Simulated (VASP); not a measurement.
# C (R-3m) in VASP: a series of runs

Runs on C. Level: PBE+D3(BJ). Tasks: single point.

Program: VASP 6.6.1. These are calculated values, not measurements. Logs are shortened: lines on timing, memory, paths and dates and some standing lists are left out, and cuts for length are marked.

**1. The cell of the first run**

Symmetry: R-3m, No. 166, trigonal system. The conventional cell has a = 2.527 Å, b = 2.527 Å, c = 10.336 Å, α = 90.00°, β = 90.00°, γ = 120.00°. Within 2.0 Å of C (site symmetry 3m) lie 3 C at 1.46 Å.

**2. Single point, PBE+D3(BJ)**

The input, INCAR:

```
SYSTEM = C
PREC = Accurate
ENCUT = 520
EDIFF = 1E-6
ISMEAR = 0
SIGMA = 0.05
LREAL = .FALSE.
LASPH = .TRUE.
NELM = 60
ALGO = Normal
ISIF = 2
LWAVE = .FALSE.
LCHARG = .FALSE.
GGA = PE
IVDW = 12
NBANDS = 11
```

The input, KPOINTS:

```
Automatic mesh
0
G
  15 15 15
  0 0 0
```

The input, POSCAR:

```
C
1.0
    1.2633109298      0.7293729054      3.4454225316
   -1.2633109298      0.7293729054      3.4454225316
    0.0000000000     -1.4587458108      3.4454225316
C
2
Direct
    0.1609431579      0.1609431579      0.1609431579
    0.8390568421      0.8390568421      0.8390568421
```

Potentials or basis: VASP PAW PBE potentials, release 64 (C).

Launch:

```
cat potpaw_PBE.64/C/POTCAR > POTCAR
mpirun -np 1 vasp_std > vasp.out
```

OUTCAR:

```text
SYSTEM = C
   PREC = Accurate
   ENCUT = 520
   EDIFF = 1E-6
   ISMEAR = 0
   LREAL = .FALSE.
   LASPH = .TRUE.
   NELM = 60
   ISIF = 2
   GGA = PE
   IVDW = 12
 IVDW          = 12

 ion  position               nearest neighbor table
   1  0.161  0.161  0.161-   2 1.46   2 1.46   2 1.46
   2  0.839  0.839  0.839-   1 1.46   1 1.46   1 1.46

  LATTYP: Found a trigonal (rhomboedric) cell.
 ALAT       =     3.7415071511
 COS(alpha) =     0.7719881893

  Lattice vectors:

 A1 = (   1.2633109298,   0.7293729054,   3.4454225316)
 A2 = (  -1.2633109298,   0.7293729054,   3.4454225316)
 A3 = (   0.0000000000,  -1.4587458108,   3.4454225316)

Analysis of symmetry for initial positions (statically):
=====================================================================
 Subroutine PRICEL returns:
 Original cell was already a primitive cell.

 Routine SETGRP: Setting up the symmetry group for a
 trigonal (rhombohedral) supercell.

 Subroutine GETGRP returns: Found 12 space group operations
 (whereof 12 operations were pure point group operations)
 out of a pool of 12 trial point group operations.

The static configuration has the point symmetry D_3d.

Analysis of symmetry for dynamics (positions and initial velocities):
=====================================================================
 Subroutine PRICEL returns:
 Original cell was already a primitive cell.

 Routine SETGRP: Setting up the symmetry group for a
 trigonal (rhombohedral) supercell.

 Subroutine GETGRP returns: Found 12 space group operations
 (whereof 12 operations were pure point group operations)
 out of a pool of 12 trial point group operations.

The dynamic configuration has the point symmetry D_3d.

 Subroutine INISYM returns: Found 12 space group operations
 (whereof 12 operations are pure point group operations),
 and found     1 'primitive' translations

----------------------------------------------------------------------------------------

                                     Primitive cell

  volume of cell :      19.0482

  direct lattice vectors                    reciprocal lattice vectors
     1.263310930  0.729372905  3.445422532     0.395785383  0.228506797  0.096746721
    -1.263310930  0.729372905  3.445422532    -0.395785383  0.228506797  0.096746721
     0.000000000 -1.458745811  3.445422532     0.000000000 -0.457013595  0.096746721

  length of vectors
     3.741507151  3.741507151  3.741507151     0.467141685  0.467141685  0.467141685

  position of ions in fractional coordinates (direct lattice)
     0.160943158  0.160943158  0.160943158
     0.839056842  0.839056842  0.839056842

  ion indices of the primitive-cell ions
   primitive index   ion index
                 1           1
                 2           2

----------------------------------------------------------------------------------------

 KPOINTS: Automatic mesh

Automatic generation of k-mesh.
 Grid dimensions read from file:
 generate k-points for:   15   15   15

 Generating k-lattice:

  Cartesian coordinates                     Fractional coordinates (reciprocal lattice)
     0.026385692  0.015233786  0.006449781     0.066666667 -0.000000000  0.000000000
    -0.026385692  0.015233786  0.006449781    -0.000000000  0.066666667  0.000000000
     0.000000000 -0.030467573  0.006449781     0.000000000  0.000000000  0.066666667

  Length of vectors
     0.031142779  0.031142779  0.031142779

  Shift w.r.t. Gamma in fractional coordinates (k-lattice)
     0.000000000  0.000000000  0.000000000

 Subroutine IBZKPT returns following result:
 ===========================================

 Found    344 irreducible k-points:

 Following reciprocal coordinates:
            Coordinates               Weight
  0.000000  0.000000  0.000000      1.000000
  0.066667  0.000000 -0.000000      6.000000
  0.133333  0.000000  0.000000      6.000000
  0.200000  0.000000 -0.000000      6.000000
  0.266667  0.000000  0.000000      6.000000
  0.333333 -0.000000  0.000000      6.000000
[... 16 lines left out ...]
  0.133333  0.133333 -0.000000      6.000000
  0.200000  0.133333  0.000000     12.000000
 [... further k-points ...]
   k-points           NKPTS =    344   k-points in BZ     NKDIM =    344   number of bands    NBANDS=     11
   number of dos      NEDOS =    301   number of ions     NIONS =      2
   total plane-waves  NPLWV =  21952
   dimension x,y,z NGX =    28 NGY =   28 NGZ =   28
   dimension x,y,z NGXF=    56 NGYF=   56 NGZF=   56
   ions per type =               2
   NGX,Y,Z   is equivalent  to a cutoff of  12.44, 12.44, 12.44 a.u.
   NGXF,Y,Z  is equivalent  to a cutoff of  24.88, 24.88, 24.88 a.u.
 SYSTEM =  C
   PREC   = accura    normal or accurate (medium, high low for compatibility)
   ISTART =      0    job   : 0-new  1-cont  2-samecut
   ICHARG =      2    charge: 1-file 2-atom 10-const
   ISPIN  =      1    spin polarized calculation?
   LNONCOLLINEAR =      F non collinear calculations
   LSORBIT =      F    spin-orbit coupling
   LASPH  =      T    aspherical Exc in radial PAW
   ENCUT  =  520.0 eV  38.22 Ry    6.18 a.u.   6.96  6.96  6.96*2*pi/ulx,y,z
   NELM   =     60;   NELMIN=  2; NELMDL= -5     # of ELM steps
   EDIFF  = 0.1E-05   stopping-criterion for ELM
   LREAL  =      F    real-space projection
   EDIFFG = 0.1E-04   stopping-criterion for IOM
   NSW    =      0    number of steps for IOM
   IBRION =     -1    ionic relax: 0-MD 1-quasi-New 2-CG
   NFREE  =      0    steps in history (QN), initial steepest desc. (CG)
   ISIF   =      2    stress and relaxation
   ISYM   =      2    0-nonsym 1-usesym 2-fastsym
   POTIM  = 0.5000    time-step for ionic-motion
   TEBEG  =    0.0;   TEEND  =   0.0 temperature during run
   PSTRESS=    0.0 pullay stress
   NELECT =       8.0000    total number of electrons
   NUPDOWN=      -1.0000    fix difference up-down
   EMIN   =  10.00;   EMAX   =-10.00  energy-range for DOS
   EFERMI =   0.00;   METHOD = LEGACY
   ISMEAR =     0;   SIGMA  =   0.05  broadening in eV -4-tet -1-fermi 0-gaus
   EFERMI_NEDOS =   21; number of points for ismear=-14 and -15
   IALGO  =     38    algorithm
   IMIX   =      4    mixing-type and parameters
     AMIX     =   0.40;   BMIX     =  1.00
     AMIX_MAG =   1.60;   BMIX_MAG =  1.00
  volume/ion in A,a.u.               =       9.52        64.27
  Fermi-wavevector in a.u.,A,eV,Ry     =   1.225990  2.316785 20.450259  1.503052
  Thomas-Fermi vector in A             =   2.361008
   LORBIT       =      0    0 simple, 1 ext, 2 COOP (PROOUT), +10 PAW based schemes
   GGA     = PE    functional components
   LHFCALC =     F    Hartree Fock is set to
   AEXX    =    0.0000 exact exchange contribution
   IVDW    =    12    specifies the selected vdW correction
   LEPSILON=     F    determine dielectric tensor
   LRPA    =     F    only Hartree local field effects (RPA)
 non-spin polarized calculation
 Gauss-broadening in eV      SIGMA  =   0.05
  energy-cutoff  :      520.00
  volume of cell :       19.05
 maximum number of plane-waves:       524
   NGX = 13   NGY = 13   NGZ = 13

 number of electron       8.0000001 magnetization

 Free energy of the ion-electron system (eV)
  ---------------------------------------------------
  ext. energy  EPLUGINS =         0.00000000
  ---------------------------------------------------
  free energy    TOTEN  =       -18.24509127 eV

  energy without entropy =      -18.24509127  energy(sigma->0) =      -18.24509127

 E-fermi :   3.8239     XC(G=0): -10.0097

 val. band max:        3.6086898839   @ k =  -0.3333   0.3333   0.0000
 cond. band min:       4.3674044397   @ k =  -0.3333   0.3333   0.0000
 fundamental gap:      0.7587145558
 Fermi energy:         3.8238572204

 k-point     1 :       0.0000    0.0000    0.0000
  band No.  band energies     occupation
      1     -14.9981      2.00000
      2      -2.1132      2.00000
      3       1.0976      2.00000
      4       1.0976      2.00000
      5       8.0478      0.00000
      6      11.8848      0.00000
      7      11.8848      0.00000
      8      14.7323      0.00000
      9      14.9716      0.00000
     10      25.7938      0.00000
     11      28.6934      0.00000

 k-point     2 :       0.0667    0.0000   -0.0000
  band No.  band energies     occupation
      1     -14.8953      2.00000
      2      -2.0121      2.00000
      3       0.6809      2.00000
      4       0.8930      2.00000
      5       8.1783      0.00000
      6      11.9244      0.00000
      7      12.2968      0.00000
      8      14.4245      0.00000
      9      15.1853      0.00000
     10      26.0997      0.00000
     11      27.9713      0.00000

 k-point     3 :       0.1333    0.0000    0.0000
  band No.  band energies     occupation
      1     -14.5879      2.00000
      2      -1.7134      2.00000
      3      -0.4176      2.00000
      4       0.3728      2.00000
      5       8.5519      0.00000
      6      11.8876      0.00000
      7      13.4294      0.00000
      8      13.5956      0.00000
      9      15.8788      0.00000
     10      26.1194      0.00000
     11      26.8856      0.00000

 k-point     4 :       0.2000    0.0000   -0.0000
  band No.  band energies     occupation
      1     -14.0785      2.00000
      2      -1.9544      2.00000
      3      -1.1803      2.00000
      4      -0.2803      2.00000
      5       9.0591      0.00000
      6      11.6560      0.00000
      7      12.5280      0.00000
      8      15.0643      0.00000
      9      16.9657      0.00000
     10      24.2790      0.00000
     11      26.5186      0.00000
[... 239 lines left out ...]
 k-point    22 :      -0.0667    0.0667    0.0000
  band No.  band energies     occupation
      1     -14.6936      2.00000
      2      -1.7799      2.00000
      3      -0.0254      2.00000
      4       0.4798      2.00000
      5       8.3667      0.00000
      6      12.0720      0.00000
      7      12.8681      0.00000
      8      13.8574      0.00000
      9      15.6863      0.00000
     10      26.3654      0.00000
     11      26.6550      0.00000

 k-point    23 :       0.1333    0.1333   -0.0000
  band No.  band energies     occupation
      1     -14.5744      2.00000
      2      -1.8349      2.00000
      3      -0.4062      2.00000
      4       0.3612      2.00000
      5       8.8123      0.00000
      6      11.8634      0.00000
      7      13.4321      0.00000
      8      13.5590      0.00000
      9      15.9006      0.00000
     10      25.7095      0.00000
     11      27.0085      0.00000

 k-point    24 :       0.2000    0.1333    0.0000
  band No.  band energies     occupation
      1     -14.2623      2.00000
      2      -1.6132      2.00000
      3      -1.2052      2.00000
      4      -0.2055      2.00000
      5       9.2571      0.00000
      6      12.0576      0.00000
      7      12.9067      0.00000
      8      13.9025      0.00000
      9      16.7801      0.00000
     10      24.2581      0.00000
     11      27.5430      0.00000

 [... further k-points ...]

------------------------ aborting loop because EDIFF is reached ----------------------------------------

 Edisp (eV)   -0.29700

 E8    (eV) :    -0.0839

  FORCE on cell =-STRESS in cart. coord.  units (eV):
  Direction    XX          YY          ZZ          XY          YZ          ZX
  --------------------------------------------------------------------------------------
  -------------------------------------------------------------------------------------
  Total      -3.19792    -3.19792    -0.33337     0.00000     0.00000     0.00000
  in kB    -268.98305  -268.98305   -28.04003     0.00000     0.00000     0.00000
  external pressure =     -188.67 kB  Pullay stress =        0.00 kB

 VOLUME and BASIS-vectors are now :
 -----------------------------------------------------------------------------
  energy-cutoff  :      520.00
  volume of cell :       19.05
      direct lattice vectors                 reciprocal lattice vectors
     1.263310930  0.729372905  3.445422532     0.395785383  0.228506797  0.096746721
    -1.263310930  0.729372905  3.445422532    -0.395785383  0.228506797  0.096746721
     0.000000000 -1.458745811  3.445422532     0.000000000 -0.457013595  0.096746721

 POSITION                                       TOTAL-FORCE (eV/Angst)
 -----------------------------------------------------------------------------------
      0.00000      0.00000      1.66355         0.000000     -0.000000      1.927242
      0.00000      0.00000      8.67272         0.000000      0.000000     -1.927242
 -----------------------------------------------------------------------------------
    total drift:                               -0.000000     -0.000000      0.000000

  FREE ENERGIE OF THE ION-ELECTRON SYSTEM (eV)
  ---------------------------------------------------
  free  energy   TOTEN  =       -18.5420932399 eV

  energy  without entropy=      -18.5420932399  energy(sigma->0) =      -18.54209324
```

It took 47 s on 1 thread of Intel Xeon Platinum 8488C (Sapphire Rapids), shared host; peak memory 0.2 GiB.

What came out:

- Free energy: -18.5421 eV
- Pressure: -18.9 GPa
- Largest force: 1.927 eV/Å
- Band gap on the k mesh: 0.76 eV, direct
- Dispersion energy per atom: -0.148 eV

Forces on the atoms (eV/Å):
```
C    0.000  0.000  1.927
C    0.000  0.000 -1.927
```

Caveat: forces of over 1 eV/Å act on the atoms, so gaps and moduli don't describe the material at rest. A k mesh can miss the band edges.

**3. Single point, PBE+D3(BJ)**

The input, INCAR:

```
PREC = Accurate ; ENCUT = 520
EDIFF = 1E-6 ; ISMEAR = 0
SIGMA = 0.05 ; LREAL = F
LASPH = T ; NELM = 80
ALGO = Normal ; ISIF = 2
LWAVE = F ; LCHARG = T
GGA = PE ; IVDW = 12
LELF = T ; LVHAR = T
NBANDS = 11
```

The input, KPOINTS:

```
Automatic mesh
0
Gamma
  15 15 15
```

The input, POSCAR:

```
C
1.0
    1.2633109298      0.7293729054      3.4454225316
   -1.2633109298      0.7293729054      3.4454225316
    0.0000000000     -1.4587458108      3.4454225316
C
2
Direct
    0.1647114427      0.1647114427      0.1647114427
    0.8352885573      0.8352885573      0.8352885573
```

Potentials or basis: VASP PAW PBE potentials, release 64 (C).

Launch:

```
cat potpaw_PBE.64/C/POTCAR > POTCAR
mpirun -np 1 vasp_std > vasp.out
```

It took 50 s on 1 thread of Intel Xeon Platinum 8488C (Sapphire Rapids), shared host; peak memory 0.2 GiB.

The run converged. Its results:

```yaml
Free_energy: -18.6424 eV
Pressure: -18.4 GPa
Largest_force: 0.647 eV/Å
Band_gap_on_the_k_mesh: 0.64 eV, direct
Dispersion_energy_per_atom: -0.148 eV
```

Forces on the atoms (eV/Å):
```
C    0.000  0.000  0.647
C    0.000  0.000 -0.647
```

Stress tensor (GPa, compression positive):
```
-27.20   0.00   0.00
  0.00 -27.20   0.00
  0.00   0.00  -0.90
```

Levels at points of the mesh, in eV from the valence-band top:
| k point | band 2 | band 3 | band 4 | band 5 | band 6 | band 7 |
| --- | --- | --- | --- | --- | --- | --- |
| (0.00, 0.00, 0.00) | -5.86 | -2.70 | -2.70 | 4.63 | 8.20 | 8.20 |

(Part 1 of 2 ends here.)
